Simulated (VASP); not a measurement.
# HoC (Pm-3m) in VASP: single point with PBE+U

Aim: the single point of HoC with PBE+U.

Program: VASP 6.6.1. These are calculated values, not measurements. Logs are shortened: lines on timing, memory, paths and dates and some standing lists are left out, and cuts for length are marked.

### Step 1. The cell of the first run

It takes space group Pm-3m (No. 221, cubic). Conventional cell: a = 2.977 Å, b = 2.977 Å, c = 2.977 Å, α = 90.00°, β = 90.00°, γ = 90.00°. Ho (site symmetry m-3m) has 8 C at 2.58 Å and 6 Ho at 2.98 Å within 3.4 Å. Within 3.4 Å of C (site symmetry m-3m) lie 8 Ho at 2.58 Å and 6 C at 2.98 Å.

### Step 2. Single point, PBE+U, collinear spin, ferromagnetic start

Input file INCAR:

```
  PREC = Accurate
  ENCUT = 520
  EDIFF = 1E-6
  ISMEAR = 0
  SIGMA = 0.05
  LREAL = F
  LASPH = T
  NELM = 150
  ALGO = Normal
  ISIF = 2
  LWAVE = F
  LCHARG = F
  ISPIN = 2
  MAGMOM = 4 0
  LORBIT = 11
  LMAXMIX = 6
  LDAU = T
  LDAUTYPE = 2
  LDAUL = 3 -1
  LDAUU = 6 0
  LDAUJ = 0 0
  LDAUPRINT = 1
  GGA = PE
  NBANDS = 24
```

Input file KPOINTS:

```
regular mesh
0
Gamma
  5 5 5
```

Input file POSCAR:

```
HoC
1.0
    2.9774311339      0.0000000000      0.0000000000
    0.0000000000      2.9774311339      0.0000000000
    0.0000000000      0.0000000000      2.9774311339
Ho C
1 1
Direct
    0.0000000000      0.0000000000      0.0000000000
    0.5000000000      0.5000000000      0.5000000000
```

Potentials or basis: VASP PAW PBE potentials, release 64 (Ho, C).

The run is started by

```
cat potpaw_PBE.64/Ho/POTCAR potpaw_PBE.64/C/POTCAR > POTCAR
mpirun -np 1 vasp_std > vasp.out
```

OUTCAR:

```text
PREC = Accurate
   ENCUT = 520
   EDIFF = 1E-6
   ISMEAR = 0
   LREAL = F
   LASPH = T
   NELM = 150
   ISIF = 2
   ISPIN = 2
   LORBIT = 11
   GGA = PE

 ion  position               nearest neighbor table
   1  0.000  0.000  0.000-   2 2.58   2 2.58   2 2.58   2 2.58   2 2.58   2 2.58   2 2.58   2 2.58

   2  0.500  0.500  0.500-   1 2.58   1 2.58   1 2.58   1 2.58   1 2.58   1 2.58   1 2.58   1 2.58

  LATTYP: Found a simple cubic cell.
 ALAT       =     2.9774311339

  Lattice vectors:

 A1 = (   2.9774311339,   0.0000000000,   0.0000000000)
 A2 = (   0.0000000000,   2.9774311339,   0.0000000000)
 A3 = (   0.0000000000,   0.0000000000,   2.9774311339)

Analysis of symmetry for initial positions (statically):
=====================================================================
 Subroutine PRICEL returns:
 Original cell was already a primitive cell.

 Routine SETGRP: Setting up the symmetry group for a
 simple cubic supercell.

 Subroutine GETGRP returns: Found 48 space group operations
 (whereof 48 operations were pure point group operations)
 out of a pool of 48 trial point group operations.

The static configuration has the point symmetry O_h .

Analysis of symmetry for dynamics (positions and initial velocities):
=====================================================================
 Subroutine PRICEL returns:
 Original cell was already a primitive cell.

 Routine SETGRP: Setting up the symmetry group for a
 simple cubic supercell.

 Subroutine GETGRP returns: Found 48 space group operations
 (whereof 48 operations were pure point group operations)
 out of a pool of 48 trial point group operations.

The dynamic configuration has the point symmetry O_h .

Analysis of structural, dynamic, and magnetic symmetry:
=====================================================================
 Subroutine PRICEL returns:
 Original cell was already a primitive cell.

 Routine SETGRP: Setting up the symmetry group for a
 simple cubic supercell.

 Subroutine GETGRP returns: Found 48 space group operations
 (whereof 48 operations were pure point group operations)
 out of a pool of 48 trial point group operations.

The overall configuration has the point symmetry O_h .

 Subroutine INISYM returns: Found 48 space group operations
 (whereof 48 operations are pure point group operations),
 and found     1 'primitive' translations

----------------------------------------------------------------------------------------

                                     Primitive cell

  volume of cell :      26.3952

  direct lattice vectors                    reciprocal lattice vectors
     2.977431134  0.000000000  0.000000000     0.335859993  0.000000000  0.000000000
     0.000000000  2.977431134  0.000000000     0.000000000  0.335859993  0.000000000
     0.000000000  0.000000000  2.977431134     0.000000000  0.000000000  0.335859993

  length of vectors
[... 112 lines left out ...]
 onsite density matrix

spin component  1

  0.9930 -0.0000 -0.0026  0.0000 -0.0000 -0.0000 -0.0000
 -0.0000  0.9979 -0.0000 -0.0000 -0.0000  0.0000  0.0000
 -0.0026 -0.0000  0.9944 -0.0000  0.0000 -0.0000 -0.0000
  0.0000 -0.0000 -0.0000  0.9911  0.0000 -0.0000  0.0000
 -0.0000 -0.0000  0.0000  0.0000  0.9944  0.0000  0.0026
 -0.0000  0.0000 -0.0000 -0.0000  0.0000  0.9964 -0.0000
 -0.0000  0.0000 -0.0000  0.0000  0.0026 -0.0000  0.9930

spin component  2

  0.6197 -0.0000  0.4724  0.0000  0.0000  0.0000  0.0000
 -0.0000  0.1187 -0.0000 -0.0000 -0.0000  0.0000 -0.0000
  0.4724 -0.0000  0.3757 -0.0000  0.0000 -0.0000 -0.0000
  0.0000 -0.0000 -0.0000  0.9856  0.0000  0.0000  0.0000
  0.0000 -0.0000  0.0000  0.0000  0.3757  0.0000 -0.4724
  0.0000  0.0000 -0.0000  0.0000  0.0000  0.0098  0.0000
  0.0000 -0.0000 -0.0000  0.0000 -0.4724  0.0000  0.6197

 occupancies and eigenvectors

  o =  0.0098  v =  0.0000  0.0000  0.0000  0.0000  0.0000  0.0000  0.0000  0.0000  0.0000  0.0000  0.0000 -0.0015 -1.0000 -0.0012      0.0000  0.0000  0.0000  0.0000  0.0000  0.0000  0.0000  0.0000  0.0000  0.0000  0.0000  0.0000  0.0000  0.0000
  o =  0.0098  v =  0.0000  0.0000  0.0000  0.0000  0.0000  0.0000  0.0000  0.6124  0.0000 -0.7906 -0.0000 -0.0000 -0.0000 -0.0000      0.0000  0.0000  0.0000  0.0000  0.0000  0.0000  0.0000  0.0000  0.0000  0.0000  0.0000  0.0000  0.0000  0.0000
  o =  0.0098  v =  0.0000  0.0000  0.0000  0.0000  0.0000  0.0000  0.0000  0.0000 -0.0000  0.0000  0.0000 -0.7906  0.0019 -0.6124      0.0000  0.0000  0.0000  0.0000  0.0000  0.0000  0.0000  0.0000  0.0000  0.0000  0.0000  0.0000  0.0000  0.0000
  o =  0.1187  v =  0.0000  0.0000  0.0000  0.0000  0.0000  0.0000  0.0000  0.0000  1.0000  0.0000  0.0000  0.0000  0.0000 -0.0000      0.0000  0.0000  0.0000  0.0000  0.0000  0.0000  0.0000  0.0000  0.0000  0.0000  0.0000  0.0000  0.0000  0.0000
  o =  0.9856  v =  0.0000  0.0000  0.0000  0.0000  0.0000  0.0000  0.0000  0.0000 -0.0000  0.0000 -1.0000  0.0002 -0.0000 -0.0002      0.0000  0.0000  0.0000  0.0000  0.0000  0.0000  0.0000  0.0000  0.0000  0.0000  0.0000  0.0000  0.0000  0.0000
  o =  0.9856  v =  0.0000  0.0000  0.0000  0.0000  0.0000  0.0000  0.0000 -0.7906  0.0000 -0.6124 -0.0000 -0.0000 -0.0000 -0.0000      0.0000  0.0000  0.0000  0.0000  0.0000  0.0000  0.0000  0.0000  0.0000  0.0000  0.0000  0.0000  0.0000  0.0000
  o =  0.9856  v =  0.0000  0.0000  0.0000  0.0000  0.0000  0.0000  0.0000  0.0000  0.0000  0.0000 -0.0003 -0.6124 -0.0000  0.7906      0.0000  0.0000  0.0000  0.0000  0.0000  0.0000  0.0000  0.0000  0.0000  0.0000  0.0000  0.0000  0.0000  0.0000
  o =  0.9911  v =  0.0000 -0.0000 -0.0000 -1.0000  0.0000 -0.0000 -0.0001  0.0000  0.0000  0.0000  0.0000  0.0000  0.0000  0.0000      0.0000  0.0000  0.0000  0.0000  0.0000  0.0000  0.0000  0.0000  0.0000  0.0000  0.0000  0.0000  0.0000  0.0000
  o =  0.9911  v =  0.0000  0.0000  0.0000  0.0001  0.6124  0.0000 -0.7906  0.0000  0.0000  0.0000  0.0000  0.0000  0.0000  0.0000      0.0000  0.0000  0.0000  0.0000  0.0000  0.0000  0.0000  0.0000  0.0000  0.0000  0.0000  0.0000  0.0000  0.0000
  o =  0.9911  v = -0.7906 -0.0000 -0.6124  0.0000 -0.0000 -0.0000 -0.0000  0.0000  0.0000  0.0000  0.0000  0.0000  0.0000  0.0000      0.0000  0.0000  0.0000  0.0000  0.0000  0.0000  0.0000  0.0000  0.0000  0.0000  0.0000  0.0000  0.0000  0.0000
  o =  0.9964  v =  0.0000 -0.0000 -0.0000 -0.0000  0.0006  1.0000  0.0005  0.0000  0.0000  0.0000  0.0000  0.0000  0.0000  0.0000      0.0000  0.0000  0.0000  0.0000  0.0000  0.0000  0.0000  0.0000  0.0000  0.0000  0.0000  0.0000  0.0000  0.0000
  o =  0.9964  v =  0.0000  0.0000 -0.0000  0.0000  0.7906 -0.0008  0.6124  0.0000  0.0000  0.0000  0.0000  0.0000  0.0000  0.0000      0.0000  0.0000  0.0000  0.0000  0.0000  0.0000  0.0000  0.0000  0.0000  0.0000  0.0000  0.0000  0.0000  0.0000
  o =  0.9964  v =  0.6124 -0.0000 -0.7906  0.0000 -0.0000 -0.0000 -0.0000  0.0000  0.0000  0.0000  0.0000  0.0000  0.0000  0.0000      0.0000  0.0000  0.0000  0.0000  0.0000  0.0000  0.0000  0.0000  0.0000  0.0000  0.0000  0.0000  0.0000  0.0000
  o =  0.9979  v =  0.0000  1.0000 -0.0000 -0.0000 -0.0000  0.0000 -0.0000  0.0000  0.0000  0.0000  0.0000  0.0000  0.0000  0.0000      0.0000  0.0000  0.0000  0.0000  0.0000  0.0000  0.0000  0.0000  0.0000  0.0000  0.0000  0.0000  0.0000  0.0000

 number of electron      25.0000025 magnetization       3.7345315

 Free energy of the ion-electron system (eV)
  ---------------------------------------------------
  ext. energy  EPLUGINS =         0.00000000
  ---------------------------------------------------
  free energy    TOTEN  =       -13.15448640 eV

  energy without entropy =      -13.15176878  energy(sigma->0) =      -13.15312759

 E-fermi :   4.9795     XC(G=0): -12.6399

 val. band max:        4.9674317582   @ k =   0.4000   0.2000   0.0000
 cond. band min:       5.1524247378   @ k =   0.2000   0.0000   0.0000
 fundamental gap:      0.1849929796
 Fermi energy:         4.9795111623

 spin component 1

 k-point     1 :       0.0000    0.0000    0.0000
  band No.  band energies     occupation
      1     -43.5325      1.00000
      2     -17.6637      1.00000
      3     -17.6637      1.00000
      4     -17.6637      1.00000
      5      -6.3544      1.00000
      6      -2.2368      1.00000
[... 259 lines left out ...]
     23      19.9040      0.00000
     24      27.3692      0.00000
 Fermi energy:         4.9795111623

 spin component 2

 k-point     1 :       0.0000    0.0000    0.0000
  band No.  band energies     occupation
      1     -41.8297      1.00000
      2     -16.4126      1.00000
      3     -16.4126      1.00000
      4     -16.4126      1.00000
      5      -6.4629      1.00000
      6       1.1308      1.00000
[... 259 lines left out ...]
     23      20.4066      0.00000
     24      28.1450      0.00000

------------------------ aborting loop because EDIFF is reached ----------------------------------------

  FORCE on cell =-STRESS in cart. coord.  units (eV):
  Direction    XX          YY          ZZ          XY          YZ          ZX
  --------------------------------------------------------------------------------------
  -------------------------------------------------------------------------------------
  Total        2.5366982      2.5366982      2.5366982      0.0000000      0.0000000     -0.0000000
  in kB      153.9764171    153.9764171    153.9764171      0.0000000      0.0000000     -0.0000000
  external PRESSURE =     153.9764171 kB  Pullay stress =       0.0000000 kB

 VOLUME and BASIS-vectors are now :
 -----------------------------------------------------------------------------
  energy-cutoff  :      520.00
  volume of cell :       26.40
      direct lattice vectors                 reciprocal lattice vectors
     2.977431134  0.000000000  0.000000000     0.335859993  0.000000000  0.000000000
     0.000000000  2.977431134  0.000000000     0.000000000  0.335859993  0.000000000
     0.000000000  0.000000000  2.977431134     0.000000000  0.000000000  0.335859993

 POSITION                                       TOTAL-FORCE (eV/Angst)
 -----------------------------------------------------------------------------------
      0.00000      0.00000      0.00000         0.000000      0.000000      0.000000
      1.48872      1.48872      1.48872         0.000000      0.000000      0.000000
 -----------------------------------------------------------------------------------
    total drift:                                0.000000      0.000000      0.000000

  FREE ENERGIE OF THE ION-ELECTRON SYSTEM (eV)
  ---------------------------------------------------
  free  energy   TOTEN  =       -13.1544863997 eV

  energy  without entropy=      -13.1517687756  energy(sigma->0) =      -13.15312759

 total charge

# of ion       s       p       d       f       tot
--------------------------------------------------
    1        2.095   5.788   0.676  10.056  18.614
    2        0.907   1.366   0.000   0.000   2.274
--------------------------------------------------
tot          3.002   7.155   0.676  10.056  20.888

 magnetization (x)

# of ion       s       p       d       f       tot
--------------------------------------------------
    1        0.006  -0.033   0.045   3.854   3.872
    2       -0.005  -0.119   0.000   0.000  -0.124
--------------------------------------------------
tot          0.001  -0.152   0.045   3.854   3.748
```

Run time: 2.8 min. Hardware: 1 thread of Intel Xeon 8259CL, shared host; peak memory 0.17 GiB.

What came out:

| Item | Value |
| --- | --- |
| Free energy | -13.1545 eV |
| Pressure | 15.4 GPa |
| Net moment | 3.73 μB per cell |
| Site moments | Ho +3.87; C -0.12 μB |
| Valence electrons inside the program's atomic spheres | Ho 18.61; C 2.27 |

Eigenvalues of the final occupation matrices:
```tsv
site	spin	trace	eigenvalues
site 1 f	1	6.96	0.99 0.99 0.99 1.00 1.00 1.00 1.00
site 1 f	2	3.10	0.01 0.01 0.01 0.12 0.99 0.99 0.99
```

Caveat: the k points lie up to 0.42 Å⁻¹ apart; the magnetic or orbital state may not be the lowest; spin-orbit coupling is left out, which moves the levels of the heavy elements. The state reached can hang on the start; a lower one may exist.
